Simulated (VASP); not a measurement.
Here is a VASP 6.6.1 calculation.

Contents of POSCAR:

```
CdS
1.0
    0.0654750000      2.9100000000      2.9100000000
    2.9754750000      0.0000000000      2.9754750000
    2.9100000000      2.9100000000      0.0654750000
Cd S
1 1
Direct
    0.0000000000      0.0000000000      0.0000000000
    0.7500000000      0.7500000000      0.7500000000
```

Contents of INCAR.step1:

```
  ALGO = Normal
  EDIFF = 1E-4
  ENCUT = 520
  GGA = PE
  ISMEAR = 0
  LASPH = T
  LCHARG = F
  LREAL = F
  LWAVE = T
  NBANDS = 16
  NELM = 80
  PREC = Accurate
  SIGMA = 0.05
```

The input INCAR.step2:

```
  ALGO = Normal
  EDIFF = 1E-7
  ENCUT = 520
  ISIF = 2
  ISMEAR = 0
  ISTART = 1
  LASPH = T
  LCHARG = T
  LELF = T
  LMIXTAU = T
  LREAL = F
  LVHAR = T
  LWAVE = F
  METAGGA = R2SCAN
  NBANDS = 16
  NELM = 80
  PREC = Accurate
  SIGMA = 0.05
```

Contents of KPOINTS:

```
k-points
0
Gamma
  8 8 8
```

Potentials or basis: VASP PAW PBE potentials, release 64 (Cd, S).

Launch:

```console
$ cat potpaw_PBE.64/Cd/POTCAR potpaw_PBE.64/S/POTCAR > POTCAR
$ cp INCAR.step1 INCAR
$ mpirun -np 1 vasp_std > vasp.out
$ cp INCAR.step2 INCAR
$ mpirun -np 1 vasp_std > vasp.out
```

(1) What does it give for the pressure?

(2) What does it give for the largest force?

(3) What does it give for the band gap on the k mesh?

## Answers

(1) 2.5 GPa.

(2) 0.346 eV/Å.

(3) 1.52 eV.

Caveat: the cell differs from its parent crystal (strain +0.0450 x Voigt [0, 0, 0, 0, 1, 0]); the PAW data sets were made with another functional, which shifts forces and pressure a little.
